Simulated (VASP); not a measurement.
**TiO2: single point with PBE+U**

Crystal: TiO2.

```
Ti O
1.0
    -1.90894    1.90894    4.88836
     1.90894   -1.90894    4.88836
     1.90894    1.90894   -4.88836
Ti O
2 4
Direct
  0.00000 0.00000 0.00000
  0.75000 0.25000 0.50000
  0.20528 0.20528 0.00000
  0.95528 0.45528 0.50000
  0.54472 0.04472 0.50000
  0.79472 0.79472 0.00000
```

```json
{
 "Program": "VASP 6.6.1",
 "Task": "single point",
 "Functional": "PBE",
 "Potentials or basis": "VASP PAW PBE potentials, release 64 (Ti_sv, O)",
 "Cutoff": "520 eV",
 "k mesh": "8 × 8 × 8",
 "Occupations": "gaussian, width 0.05 eV",
 "Spin": "no spin polarisation",
 "Hubbard terms": "Ti d U = 4.0 eV",
 "Dipole correction": "no",
 "Further INCAR settings": "ALGO = Normal; EDIFF = 1e-06; NBANDS = 33"
}
```

```
Pressure               : 4.2 GPa
Largest force          : 0.150 eV/Å
Band gap on the k mesh : 2.68 eV (least direct gap 2.95 eV)
```

Forces on the atoms (eV/Å):
```
Ti   0.000  0.000  0.000
Ti   0.000  0.000  0.000
O    0.000  0.000  0.150
O    0.000  0.000  0.150
O    0.000  0.000 -0.150
O    0.000  0.000 -0.150
```

Stress tensor (GPa, compression positive):
```
4.52 0.00 0.00
0.00 4.52 0.00
0.00 0.00 3.60
```

Levels at points of the mesh, in eV from the valence-band top:
```csv
k point,band 21,band 22,band 23,band 24,band 25,band 26,band 27,band 28
"(0.00, 0.00, 0.00)",-0.74,-0.74,-0.36,-0.36,2.68,3.36,4.42,4.42
"(0.50, 0.00, 0.00)",-1.71,-0.86,-0.81,-0.65,3.70,3.88,3.99,4.01
"(0.50, 0.50, 0.00)",-1.88,-1.88,-0.04,-0.04,3.71,3.71,4.12,4.12
"(0.50, 0.50, 0.50)",-1.21,-1.21,-0.07,-0.07,3.01,3.01,4.23,4.23
```

Eigenvalues of the final occupation matrices:
| site | spin | trace | eigenvalues |
| --- | --- | --- | --- |
| site 1 d | 1 | 0.79 | 0.10 0.10 0.10 0.24 0.25 |
| site 1 d | 2 | 0.79 | 0.10 0.10 0.10 0.24 0.25 |
| site 2 d | 1 | 0.79 | 0.10 0.10 0.10 0.24 0.25 |
| site 2 d | 2 | 0.79 | 0.10 0.10 0.10 0.24 0.25 |

Wall time 8.1 min on 1 thread of Intel Xeon 8259CL (shared host), peak memory 0.32 GiB.

Caveat: the cell stands under pressure. A k mesh can miss the band edges.
